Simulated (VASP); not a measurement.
# BaTe (P6_3/mmc) in VASP: further runs, part 2 of 3

VASP 6.6.1. Earlier steps stand in the parts before.

**4. Single point, PBE (epitaxial xy strain +3.0%)**

Input file INCAR:

```
PREC = Accurate
ENCUT = 520
EDIFF = 1E-7
ISMEAR = -1
SIGMA = 0.02
LREAL = False
LASPH = True
NELM = 80
ALGO = Normal
ISIF = 2
LWAVE = False
LCHARG = False
GGA = PE
NBANDS = 24
```

Input file KPOINTS:

```
regular mesh
0
Gamma
  6 6 4
```

Input file POSCAR:

```
BaTe
1.0
    6.1513482903      0.0000000000      0.0000000000
   -3.0756741451      5.3272238869      0.0000000000
    0.0000000000      0.0000000000      6.9527818801
Ba Te
2 2
Direct
    0.3333333333      0.6666666667     -0.0625000000
    0.6666666667      0.3333333333      0.4375000000
    0.3333333333      0.6666666667      0.4375000000
    0.6666666667      0.3333333333      0.9375000000
```

Potentials or basis: VASP PAW PBE potentials, release 64 (Ba_sv, Te).

Launch:

```console
cat potpaw_PBE.64/Ba_sv/POTCAR potpaw_PBE.64/Te/POTCAR > POTCAR
mpirun -np 1 vasp_std > vasp.out
```

OUTCAR:

```text
PREC = Accurate
   ENCUT = 520
   EDIFF = 1E-7
   ISMEAR = -1
   LREAL = False
   LASPH = True
   NELM = 80
   ISIF = 2
   GGA = PE

 ion  position               nearest neighbor table
   1  0.333  0.667  0.938-   3 3.48   3 3.48   4 3.55   4 3.55   4 3.55
   2  0.667  0.333  0.438-   4 3.48   4 3.48   3 3.55   3 3.55   3 3.55
   3  0.333  0.667  0.438-   1 3.48   1 3.48   2 3.55   2 3.55   2 3.55
   4  0.667  0.333  0.938-   2 3.48   2 3.48   1 3.55   1 3.55   1 3.55

[... 763 lines left out ...]
  Direction    XX          YY          ZZ          XY          YZ          ZX
  --------------------------------------------------------------------------------------
  -------------------------------------------------------------------------------------
  Total       -1.5878400     -1.5878400      0.3913298     -0.0000000      0.0000000      0.0000000
  in kB      -11.1657381    -11.1657381      2.7518427     -0.0000000      0.0000000      0.0000000
  external PRESSURE =      -6.5265445 kB  Pullay stress =       0.0000000 kB

 VOLUME and BASIS-vectors are now :
 -----------------------------------------------------------------------------
  energy-cutoff  :      520.00
  volume of cell :      227.84
      direct lattice vectors                 reciprocal lattice vectors
     6.151348290  0.000000000  0.000000000     0.162565986  0.093857516  0.000000000
    -3.075674145  5.327223887  0.000000000     0.000000000  0.187715032  0.000000000
     0.000000000  0.000000000  6.952781880     0.000000000  0.000000000  0.143827322

 POSITION                                       TOTAL-FORCE (eV/Angst)
 -----------------------------------------------------------------------------------
     -0.00000      3.55148      6.51823        -0.000000      0.000000     -0.000000
      3.07567      1.77574      3.04184         0.000000     -0.000000     -0.000000
     -0.00000      3.55148      3.04184         0.000000     -0.000000      0.000000
      3.07567      1.77574      6.51823        -0.000000      0.000000     -0.000000
 -----------------------------------------------------------------------------------
    total drift:                               -0.000000      0.000000     -0.000010

  FREE ENERGIE OF THE ION-ELECTRON SYSTEM (eV)
  ---------------------------------------------------
  free  energy   TOTEN  =       -16.7340692739 eV

  energy  without entropy=      -16.7340692739  energy(sigma->0) =      -16.73406927
```

OSZICAR:

```text
N       E                     dE             d eps       ncg     rms          rms(c)
DAV:   1     0.229150250603E+03    0.22915E+03   -0.12044E+04  1008   0.106E+03
DAV:   2     0.516267107702E+01   -0.22399E+03   -0.21242E+03  1336   0.204E+02
DAV:   3    -0.162045500509E+02   -0.21367E+02   -0.21255E+02  1416   0.707E+01
DAV:   4    -0.173244020114E+02   -0.11199E+01   -0.11187E+01  1696   0.136E+01
DAV:   5    -0.173407534380E+02   -0.16351E-01   -0.16350E-01  1240   0.187E+00    0.495E+00
DAV:   6    -0.167887935610E+02    0.55196E+00   -0.86861E-01  1448   0.294E+00    0.336E+00
DAV:   7    -0.167032338862E+02    0.85560E-01   -0.65672E-01  1368   0.278E+00    0.134E+00
DAV:   8    -0.167218187021E+02   -0.18585E-01   -0.85042E-02  1288   0.127E+00    0.291E-01
DAV:   9    -0.167268736253E+02   -0.50549E-02   -0.12413E-02  1328   0.464E-01    0.198E-01
DAV:  10    -0.167321009316E+02   -0.52273E-02   -0.35158E-03  1176   0.217E-01    0.551E-02
DAV:  11    -0.167337960529E+02   -0.16951E-02   -0.20371E-03  1232   0.175E-01    0.300E-02
DAV:  12    -0.167340485344E+02   -0.25248E-03   -0.37543E-04  1248   0.721E-02    0.803E-03
DAV:  13    -0.167340657081E+02   -0.17174E-04   -0.24906E-05  1304   0.199E-02    0.106E-02
DAV:  14    -0.167340693248E+02   -0.36167E-05   -0.52025E-06  1264   0.967E-03    0.216E-03
DAV:  15    -0.167340692739E+02    0.50867E-07   -0.25366E-07  1184   0.196E-03
   1 F= -.16734069E+02 E0= -.16734069E+02  d E =-.662971E-11
```

stdout:

```text
POSCAR found type information on POSCAR BaTe
 POSCAR found :  2 types and       4 ions
 scaLAPACK will be used
 LDA part: xc-table for (Slater+PW92), standard interpolation
 POSCAR, INCAR and KPOINTS ok, starting setup
 FFT: planning ... GRIDC
 FFT: planning ... GRID_SOFT
 FFT: planning ... GRID
 WAVECAR not read
 entering main loop
```

Wall time 3.8 min (1 thread of Oxide Virtual Turin-like, shared host); peak memory 0.36 GiB.

What came out:

| Quantity | Value |
| --- | --- |
| Free energy | -16.7341 eV |
| Pressure | -0.7 GPa |
| Band gap on the k mesh | 1.92 eV, indirect (least direct gap 2.17 eV) |

Caveat: the cell differs from its parent crystal (epitaxial xy strain +3.0%); spin-orbit coupling is left out, which moves the levels of the heavy elements. A k mesh can miss the band edges.

**5. Single point, r2SCAN**

Input file POSCAR:

```
BaTe
1.0
    5.9721828061      0.0000000000      0.0000000000
   -2.9860914030      5.1720620261      0.0000000000
    0.0000000000      0.0000000000      7.0036853471
Ba Te
2 2
Direct
    0.3333333333      0.6666666667     -0.0625000000
    0.6666666667      0.3333333333      0.4375000000
    0.3333333333      0.6666666667      0.4375000000
    0.6666666667      0.3333333333      0.9375000000
```

Input file INCAR.step1:

```
SYSTEM = BaTe
ALGO = Normal
EDIFF = 1E-4
ENCUT = 520
GGA = PE
ISMEAR = 0
LASPH = .TRUE.
LCHARG = .FALSE.
LREAL = .FALSE.
LWAVE = .TRUE.
NBANDS = 24
NELM = 80
PREC = Accurate
SIGMA = 0.01
```

Input file INCAR.step2:

```
SYSTEM = BaTe
ALGO = Normal
EDIFF = 1E-6
ENCUT = 520
ISIF = 2
ISMEAR = 0
ISTART = 1
LASPH = .TRUE.
LCHARG = .FALSE.
LMIXTAU = .TRUE.
LREAL = .FALSE.
LWAVE = .FALSE.
METAGGA = R2SCAN
NBANDS = 24
NELM = 80
PREC = Accurate
SIGMA = 0.01
```

Input file KPOINTS:

```
k-points
0
G
  6 6 4
  0 0 0
```

Launch:

```console
cat potpaw_PBE.64/Ba_sv/POTCAR potpaw_PBE.64/Te/POTCAR > POTCAR
cp INCAR.step1 INCAR
mpirun -np 1 vasp_std > vasp.out
cp INCAR.step2 INCAR
mpirun -np 1 vasp_std > vasp.out
```

Run time: 13 min. Hardware: 1 thread of Oxide Virtual Turin-like, shared host; peak memory 0.41 GiB.

Results (log left out):

```
Free energy            : -111.4418 eV
Pressure               : 0.2 GPa
Band gap on the k mesh : 2.24 eV, indirect (least direct gap 2.53 eV)
```

Stress tensor (GPa, compression positive):
```
0.18 0.00 0.00
0.00 0.18 0.00
0.00 0.00 0.29
```

Levels at points of the mesh, in eV from the valence-band top:
```csv
k point,band 12,band 13,band 14,band 15,band 16,band 17,band 18,band 19,band 20,band 21
"(0.00, 0.00, 0.00)",-1.06,-0.95,-0.93,-0.93,0.00,2.69,3.18,3.18,4.12,4.88
"(0.50, 0.00, 0.00)",-0.99,-0.85,-0.76,-0.52,-0.39,2.72,3.07,3.25,4.25,4.40
"(0.00, 0.00, 0.50)",-1.41,-1.08,-1.08,-1.08,-1.08,3.52,3.52,4.69,4.69,4.69
"(0.50, 0.00, 0.50)",-1.76,-0.91,-0.91,-0.74,-0.74,3.43,3.43,4.30,4.30,4.91
```

Caveat: the PAW data sets were made with another functional, which shifts forces and pressure a little; spin-orbit coupling is left out, which moves the levels of the heavy elements. r2SCAN opens gaps a little over a GGA but as a rule still falls short of measured ones.

**6. Single point, r2SCAN (uniaxial z strain +2.5%)**

POSCAR: that of step 5 with these lines changed.

```diff
@@ -4,3 +4,3 @@
    -2.9860914030      5.1720620261      0.0000000000
-    0.0000000000      0.0000000000      7.0036853471
+    0.0000000000      0.0000000000      7.1787774808
 Ba Te
```

Input file INCAR.step1:

```
SYSTEM = BaTe
PREC = Accurate
ENCUT = 520
ISMEAR = 0
SIGMA = 0.01
LREAL = .False.
LASPH = .True.
NELM = 100
NBANDS = 24
GGA = PE
ALGO = Normal
EDIFF = 1E-4
LWAVE = .True.
LCHARG = .False.
```

Input file INCAR.step2:

```
SYSTEM = BaTe
PREC = Accurate
ENCUT = 520
EDIFF = 1E-7
ISMEAR = 0
SIGMA = 0.01
LREAL = .False.
LASPH = .True.
NELM = 100
ALGO = Normal
ISIF = 2
LWAVE = .False.
LCHARG = .True.
METAGGA = R2SCAN
LMIXTAU = .True.
LELF = .True.
LVHAR = .True.
NBANDS = 24
ISTART = 1
```

Input file KPOINTS:

```
Automatic mesh
0
Gamma
  6 6 4
  0 0 0
```

Potentials or basis: VASP PAW PBE potentials, release 64 (Ba_sv, Te).

Launch:

```console
cat potpaw_PBE.64/Ba_sv/POTCAR potpaw_PBE.64/Te/POTCAR > POTCAR
cp INCAR.step1 INCAR
mpirun -np 1 vasp_std > vasp.out
cp INCAR.step2 INCAR
mpirun -np 1 vasp_std > vasp.out
```

OUTCAR:

```text
SYSTEM = BaTe
   PREC = Accurate
   ENCUT = 520
   EDIFF = 1E-7
   ISMEAR = 0
   LREAL = .False.
   LASPH = .True.
   NELM = 100
   ISIF = 2
   METAGGA = R2SCAN
   ISTART = 1

 ion  position               nearest neighbor table
   1  0.333  0.667  0.938-   4 3.45   4 3.45   4 3.45   3 3.59   3 3.59
   2  0.667  0.333  0.438-   3 3.45   3 3.45   3 3.45   4 3.59   4 3.59
   3  0.333  0.667  0.438-   2 3.45   2 3.45   2 3.45   1 3.59   1 3.59
   4  0.667  0.333  0.938-   1 3.45   1 3.45   1 3.45   2 3.59   2 3.59

  LATTYP: Found a hexagonal cell.
 ALAT       =     5.9721828061
 C/A-ratio  =     1.2020357906

  Lattice vectors:

 A1 = (   5.9721828061,   0.0000000000,   0.0000000000)
 A2 = (  -2.9860914030,   5.1720620261,   0.0000000000)
 A3 = (   0.0000000000,   0.0000000000,   7.1787774808)

Analysis of symmetry for initial positions (statically):
=====================================================================
 Subroutine PRICEL returns:
 Original cell was already a primitive cell.

 Routine SETGRP: Setting up the symmetry group for a
 hexagonal supercell.
[... 167 lines left out ...]

  energy without entropy =     -111.42597521  energy(sigma->0) =     -111.42597521

 E-fermi :   0.6915     XC(G=0):  -7.3759

 val. band max:        0.6350181825   @ k =   0.0000   0.0000   0.0000
 cond. band min:       2.9430106092   @ k =   0.3333   0.3333   0.0000
 fundamental gap:      2.3079924267
 Fermi energy:         0.6914744459

 k-point     1 :       0.0000    0.0000    0.0000
  band No.  band energies     occupation
      1     -27.4688      2.00000
      2     -27.4565      2.00000
      3     -12.3128      2.00000
      4     -12.2785      2.00000
      5     -12.2785      2.00000
      6     -12.2240      2.00000
[... 556 lines left out ...]
     23       5.9977      0.00000
     24       5.9977      0.00000

------------------------ aborting loop because EDIFF is reached ----------------------------------------

  FORCE on cell =-STRESS in cart. coord.  units (eV):
  Direction    XX          YY          ZZ          XY          YZ          ZX
  --------------------------------------------------------------------------------------
  -------------------------------------------------------------------------------------
  Total       -0.0073193     -0.0073193     -1.5995193     -0.0000000      0.0000000      0.0000000
  in kB       -0.0528851     -0.0528851    -11.5572036     -0.0000000      0.0000000      0.0000000
  external PRESSURE =      -3.8876579 kB  Pullay stress =       0.0000000 kB

 VOLUME and BASIS-vectors are now :
 -----------------------------------------------------------------------------
  energy-cutoff  :      520.00
  volume of cell :      221.74
      direct lattice vectors                 reciprocal lattice vectors
     5.972182806  0.000000000  0.000000000     0.167442966  0.096673241  0.000000000
    -2.986091403  5.172062026  0.000000000     0.000000000  0.193346482  0.000000000
     0.000000000  0.000000000  7.178777481     0.000000000  0.000000000  0.139299484

 POSITION                                       TOTAL-FORCE (eV/Angst)
 -----------------------------------------------------------------------------------
     -0.00000      3.44804      6.73010        -0.000000      0.000000     -0.000000
      2.98609      1.72402      3.14072         0.000000      0.000000     -0.000000
     -0.00000      3.44804      3.14072        -0.000000      0.000000      0.000000
      2.98609      1.72402      6.73010         0.000000     -0.000000      0.000000
 -----------------------------------------------------------------------------------
    total drift:                               -0.000000      0.000000      0.000061

  FREE ENERGIE OF THE ION-ELECTRON SYSTEM (eV)
  ---------------------------------------------------
  free  energy   TOTEN  =      -111.4259752129 eV

  energy  without entropy=     -111.4259752129  energy(sigma->0) =     -111.42597521
```

OUTCAR.step1:

```text
SYSTEM = BaTe
   PREC = Accurate
   ENCUT = 520
   ISMEAR = 0
   LREAL = .False.
   LASPH = .True.
   NELM = 100
[... 792 lines left out ...]
      2.98609      1.72402      3.14072         0.000000      0.000000      0.000000
     -0.00000      3.44804      3.14072         0.000000     -0.000000      0.000000
      2.98609      1.72402      6.73010        -0.000000      0.000000      0.000000
 -----------------------------------------------------------------------------------
    total drift:                               -0.000000      0.000000      0.000005

  FREE ENERGIE OF THE ION-ELECTRON SYSTEM (eV)
  ---------------------------------------------------
  free  energy   TOTEN  =       -16.7627666903 eV

  energy  without entropy=      -16.7627666903  energy(sigma->0) =      -16.76276669
```

It took 18 min on 1 thread of Oxide Virtual Turin-like, shared host; peak memory 0.41 GiB.

What came out:

| Item | Value |
| --- | --- |
| Free energy | -111.4260 eV |
| Pressure | -0.4 GPa |
| Band gap on the k mesh | 2.31 eV, indirect (least direct gap 2.56 eV) |

Caveat: the cell differs from its parent crystal (uniaxial z strain +2.5%); the PAW data sets were made with another functional, which shifts forces and pressure a little; spin-orbit coupling is left out, which moves the levels of the heavy elements.

(Continued in part 3 of 3.)
